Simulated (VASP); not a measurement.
# Al3InN4 (P-4m2) in VASP: single point with PBEsol

Aim: the single point of Al3InN4 with PBEsol.

All numbers are computed with VASP 6.6.1; they aren't measurements. Logs are shortened: lines on timing, memory, paths and dates and some standing lists are left out, and cuts for length are marked.

### 1 The cell of the first run

Symmetry: P-4m2, No. 115, tetragonal system. The conventional cell has a = 3.221 Å, b = 3.221 Å, c = 9.139 Å, α = 90.00°, β = 90.00°, γ = 90.00°. Within 2.5 Å of Al (site symmetry 2mm) lie 4 N at 1.91 to 1.93 Å. Al (site symmetry -4m2) has 4 N at 1.93 Å within 2.6 Å. Within 2.8 Å of In (site symmetry -4m2) lie 4 N at 2.15 Å. N (site symmetry 2mm) has 2 Al at 1.91 Å and 2 In at 2.15 Å within 2.5 Å. Within 2.6 Å of N (site symmetry 2mm) lie 4 Al at 1.93 Å.

### 2 Single point, PBEsol

Input file POSCAR:

```
Al3InN4
1.0
    3.2207797000      0.0000000000      0.0000000000
    0.0000000000      3.2207797000      0.0000000000
    0.0000000000      0.0000000000      9.1391113000
Al In N
3 1 4
Direct
    0.0000000000      0.0000000000      0.7315420000
    0.0000000000      0.0000000000      0.2684580000
    0.5000000000      0.5000000000      0.5000000000
    0.5000000000      0.5000000000      0.0000000000
    0.5000000000      0.0000000000      0.8445710000
    0.0000000000      0.5000000000      0.1554290000
    0.5000000000      0.0000000000      0.3843440000
    0.0000000000      0.5000000000      0.6156560000
```

Input file INCAR.step1:

```
PREC = Accurate
ENCUT = 520
EDIFF = 1E-6
ISMEAR = 0
SIGMA = 0.02
LREAL = False
LASPH = True
NELM = 80
ALGO = Normal
ISIF = 2
LWAVE = False
LCHARG = True
GGA = PS
NBANDS = 31
```

Input file KPOINTS.step1:

```
Automatic mesh
0
Gamma
  8 8 4
```

Input file INCAR.step2:

```
PREC = Accurate
ENCUT = 520
EDIFF = 1E-6
ISMEAR = -5
SIGMA = 0.02
LREAL = False
LASPH = True
NELM = 80
ALGO = Normal
ISIF = 2
LWAVE = False
LCHARG = False
GGA = PS
LORBIT = 10
NBANDS = 31
NEDOS = 1001
ICHARG = 11
```

Input file KPOINTS.step2:

```
Automatic mesh
0
Gamma
  12 12 6
```

Potentials or basis: VASP PAW PBE potentials, release 64 (Al, In_d, N).

Launch:

```sh
> cat potpaw_PBE.64/Al/POTCAR potpaw_PBE.64/In_d/POTCAR potpaw_PBE.64/N/POTCAR > POTCAR
> cp INCAR.step1 INCAR
> cp KPOINTS.step1 KPOINTS
> mpirun -np 1 vasp_std > vasp.out
> cp INCAR.step2 INCAR
> cp KPOINTS.step2 KPOINTS
> mpirun -np 1 vasp_std > vasp.out
```

OUTCAR:

```text
PREC = Accurate
   ENCUT = 520
   EDIFF = 1E-6
   ISMEAR = -5
   LREAL = False
   LASPH = True
   NELM = 80
   ISIF = 2
   GGA = PS
   LORBIT = 10
   ICHARG = 11

 ion  position               nearest neighbor table
   1  0.000  0.000  0.732-   5 1.91   5 1.91   8 1.93   8 1.93   3 3.11   3 3.11   3 3.11   3 3.11
                             4 3.35   4 3.35   4 3.35   4 3.35
   2  0.000  0.000  0.268-   6 1.91   6 1.91   7 1.93   7 1.93   3 3.11   3 3.11   3 3.11   3 3.11
                             4 3.35   4 3.35   4 3.35   4 3.35
   3  0.500  0.500  0.500-   7 1.93   8 1.93   7 1.93   8 1.93   1 3.11   2 3.11   1 3.11   1 3.11
                             2 3.11   2 3.11   1 3.11   2 3.11
   4  0.500  0.500  0.000-   5 2.15   6 2.15   5 2.15   6 2.15   1 3.35   2 3.35   1 3.35   1 3.35
                             2 3.35   2 3.35   1 3.35   2 3.35
   5  0.500  0.000  0.845-   1 1.91   1 1.91   4 2.15   4 2.15
   6  0.000  0.500  0.155-   2 1.91   2 1.91   4 2.15   4 2.15
   7  0.500  0.000  0.384-   3 1.93   3 1.93   2 1.93   2 1.93
   8  0.000  0.500  0.616-   3 1.93   3 1.93   1 1.93   1 1.93

  LATTYP: Found a simple tetragonal cell.
 ALAT       =     3.2207797000
 C/A-ratio  =     2.8375462314

  Lattice vectors:

 A1 = (   3.2207797000,   0.0000000000,   0.0000000000)
 A2 = (   0.0000000000,   3.2207797000,   0.0000000000)
 A3 = (   0.0000000000,   0.0000000000,   9.1391113000)

Analysis of symmetry for initial positions (statically):
=====================================================================
 Subroutine PRICEL returns:
 Original cell was already a primitive cell.

 Routine SETGRP: Setting up the symmetry group for a
 simple tetragonal supercell.

 Subroutine GETGRP returns: Found  8 space group operations
 (whereof  8 operations were pure point group operations)
 out of a pool of 16 trial point group operations.

The static configuration has the point symmetry D_2d.

Analysis of symmetry for dynamics (positions and initial velocities):
=====================================================================
 Subroutine PRICEL returns:
 Original cell was already a primitive cell.

 Routine SETGRP: Setting up the symmetry group for a
 simple tetragonal supercell.

 Subroutine GETGRP returns: Found  8 space group operations
 (whereof  8 operations were pure point group operations)
 out of a pool of 16 trial point group operations.

The dynamic configuration has the point symmetry D_2d.

 Subroutine INISYM returns: Found  8 space group operations
 (whereof  8 operations are pure point group operations),
 and found     1 'primitive' translations

[... 124 lines left out ...]
   EFERMI_NEDOS =   21; number of points for ismear=-14 and -15
   IALGO  =     38    algorithm
   IMIX   =      4    mixing-type and parameters
     AMIX     =   0.40;   BMIX     =  1.00
     AMIX_MAG =   1.60;   BMIX_MAG =  1.00
  volume/ion in A,a.u.               =      11.85        79.97
  Fermi-wavevector in a.u.,A,eV,Ry     =   1.248004  2.358385 21.191259  1.557514
  Thomas-Fermi vector in A             =   2.382110
   LORBIT       =     10    0 simple, 1 ext, 2 COOP (PROOUT), +10 PAW based schemes
   GGA     = PS    functional components
   LHFCALC =     F    Hartree Fock is set to
   AEXX    =    0.0000 exact exchange contribution
   IVDW    =     0    specifies the selected vdW correction
   LEPSILON=     F    determine dielectric tensor
   LRPA    =     F    only Hartree local field effects (RPA)
 non-spin polarized calculation
 Fermi weights with tetrahedron method with Bloechl corrections
  energy-cutoff  :      520.00
  volume of cell :       94.80
 maximum number of plane-waves:      2592
 NGX is ok and might be reduce to    24

 number of electron      41.9999998 magnetization

 Free energy of the ion-electron system (eV)
  ---------------------------------------------------
  ext. energy  EPLUGINS =         0.00000000
  ---------------------------------------------------
  free energy    TOTEN  =       -58.02042488 eV

  energy without entropy =      -58.02042488  energy(sigma->0) =      -58.02042488

 E-fermi :   6.1749     XC(G=0): -11.0383

 val. band max:        6.1598285352   @ k =   0.0000   0.0000   0.0000
 cond. band min:       8.0546553682   @ k =   0.0000   0.0000   0.0000
 fundamental gap:      1.8948268330
 Fermi energy:         6.1748945093

 k-point     1 :       0.0000    0.0000    0.0000
  band No.  band energies     occupation
      1      -8.8252      2.00000
      2      -8.4175      2.00000
      3      -7.6575      2.00000
      4      -7.1758      2.00000
      5      -6.7708      2.00000
      6      -6.7610      2.00000
[... 805 lines left out ...]
     30      16.2490      0.00000
     31      16.9625      0.00000

 [... further k-points ...]
[... 5 lines left out ...]
  --------------------------------------------------------------------------------------
  -------------------------------------------------------------------------------------
  Total       -2.2545775     -2.2545775     -2.4410844      0.0000000      0.0000000      0.0000000
  in kB      -38.1021731    -38.1021731    -41.2541249      0.0000000      0.0000000      0.0000000
  external PRESSURE =     -39.1528237 kB  Pullay stress =       0.0000000 kB

 VOLUME and BASIS-vectors are now :
 -----------------------------------------------------------------------------
  energy-cutoff  :      520.00
  volume of cell :       94.80
      direct lattice vectors                 reciprocal lattice vectors
     3.220779700  0.000000000  0.000000000     0.310483825  0.000000000  0.000000000
     0.000000000  3.220779700  0.000000000     0.000000000  0.310483825  0.000000000
     0.000000000  0.000000000  9.139111300     0.000000000  0.000000000  0.109419829

 POSITION                                       TOTAL-FORCE (eV/Angst)
 -----------------------------------------------------------------------------------
      0.00000      0.00000      6.68564         0.000000     -0.000000      0.020902
      0.00000      0.00000      2.45347         0.000000     -0.000000     -0.020902
      1.61039      1.61039      4.56956         0.000000     -0.000000      0.000000
      1.61039      1.61039      0.00000         0.000000      0.000000      0.000000
      1.61039      0.00000      7.71863        -0.000000     -0.000000      0.129594
      0.00000      1.61039      1.42048         0.000000     -0.000000     -0.129594
      1.61039      0.00000      3.51256         0.000000     -0.000000      0.003529
      0.00000      1.61039      5.62655         0.000000     -0.000000     -0.003529
 -----------------------------------------------------------------------------------
    total drift:                                0.000000     -0.000000     -0.000000

  FREE ENERGIE OF THE ION-ELECTRON SYSTEM (eV)
  ---------------------------------------------------
  free  energy   TOTEN  =       -58.0204248756 eV

  energy  without entropy=      -58.0204248756  energy(sigma->0) =      -58.02042488

 total charge

# of ion       s       p       d       tot
------------------------------------------
    1        0.364   0.418   0.000   0.782
    2        0.364   0.418   0.000   0.782
    3        0.363   0.420   0.000   0.783
    4        0.772   0.837  10.010  11.618
    5        1.227   2.500   0.000   3.727
    6        1.227   2.500   0.000   3.727
    7        1.216   2.581   0.000   3.796
    8        1.216   2.581   0.000   3.796
--------------------------------------------------
tot          6.747  12.254  10.010  29.011
```

OUTCAR.step1:

```text
PREC = Accurate
   ENCUT = 520
   EDIFF = 1E-6
   ISMEAR = 0
   LREAL = False
[... 1066 lines left out ...]
      1.61039      0.00000      7.71863        -0.000000      0.000000      0.127226
      0.00000      1.61039      1.42048        -0.000000      0.000000     -0.127226
      1.61039      0.00000      3.51256        -0.000000      0.000000      0.003786
      0.00000      1.61039      5.62655        -0.000000      0.000000     -0.003786
 -----------------------------------------------------------------------------------
    total drift:                                0.000000     -0.000000     -0.000000

  FREE ENERGIE OF THE ION-ELECTRON SYSTEM (eV)
  ---------------------------------------------------
  free  energy   TOTEN  =       -58.0196113056 eV

  energy  without entropy=      -58.0196113056  energy(sigma->0) =      -58.01961131
```

OSZICAR.step1:

```text
N       E                     dE             d eps       ncg     rms          rms(c)
DAV:   1     0.339958040099E+03    0.33996E+03   -0.19179E+04  2798   0.145E+03
DAV:   2    -0.197303413754E+02   -0.35969E+03   -0.33316E+03  3131   0.381E+02
DAV:   3    -0.649157236413E+02   -0.45185E+02   -0.44402E+02  3307   0.130E+02
DAV:   4    -0.668957018774E+02   -0.19800E+01   -0.19708E+01  3583   0.292E+01
DAV:   5    -0.669591277846E+02   -0.63426E-01   -0.63410E-01  3680   0.522E+00    0.174E+01
DAV:   6    -0.580295663683E+02    0.89296E+01   -0.28829E+01  4364   0.494E+01    0.119E+01
DAV:   7    -0.581312673582E+02   -0.10170E+00   -0.27648E+00  3317   0.933E+00    0.430E+00
DAV:   8    -0.580574613434E+02    0.73806E-01   -0.16693E-01  4020   0.296E+00    0.265E+00
DAV:   9    -0.580201528397E+02    0.37309E-01   -0.40059E-02  4424   0.312E+00    0.369E-01
DAV:  10    -0.580193625445E+02    0.79030E-03   -0.97978E-03  4301   0.860E-01    0.345E-01
DAV:  11    -0.580196026514E+02   -0.24011E-03   -0.18841E-03  4263   0.282E-01    0.192E-01
DAV:  12    -0.580196169447E+02   -0.14293E-04   -0.20540E-04  3517   0.976E-02    0.304E-02
DAV:  13    -0.580196105752E+02    0.63695E-05   -0.43529E-05  4351   0.877E-02    0.125E-02
DAV:  14    -0.580196113056E+02   -0.73048E-06   -0.66304E-06  3304   0.167E-02
   1 F= -.58019611E+02 E0= -.58019611E+02  d E =-.231236E-22
```

Run time: 6.3 min. Hardware: 1 thread of Intel Xeon 8259CL, shared host; peak memory 0.4 GiB.

What came out:

```yaml
Valence_electrons_inside_the_program's_atomic_spheres: Al 0.78; In 11.62; N 3.73, 3.80 (each value once)
```

Levels at points of the mesh, in eV from the valence-band top:
| k point | band 17 | band 18 | band 19 | band 20 | band 21 | band 22 | band 23 | band 24 | band 25 | band 26 |
| --- | --- | --- | --- | --- | --- | --- | --- | --- | --- | --- |
| (0.00, 0.00, 0.00) | -1.13 | -1.13 | -0.57 | 0.00 | 0.00 | 1.89 | 3.31 | 4.93 | 4.98 | 7.16 |
| (0.50, 0.00, 0.00) | -1.18 | -1.16 | -0.84 | -0.71 | -0.08 | 4.39 | 4.71 | 6.72 | 7.34 | 7.47 |
| (0.50, 0.50, 0.00) | -3.03 | -2.24 | -2.05 | -2.05 | -1.90 | 2.86 | 2.86 | 5.67 | 5.67 | 6.07 |
| (0.00, 0.00, 0.50) | -1.65 | -0.83 | -0.83 | -0.12 | -0.12 | 2.75 | 3.57 | 3.76 | 4.79 | 7.51 |
| (0.50, 0.00, 0.50) | -1.43 | -1.20 | -1.18 | -1.16 | -0.08 | 4.59 | 4.88 | 6.77 | 6.97 | 7.55 |
| (0.50, 0.50, 0.50) | -2.61 | -2.53 | -2.47 | -2.47 | -2.36 | 3.96 | 3.96 | 4.24 | 4.24 | 6.33 |

Caveat: the PAW data sets were made with another functional, which shifts forces and pressure a little; spin-orbit coupling is left out, which moves the levels of the heavy elements.
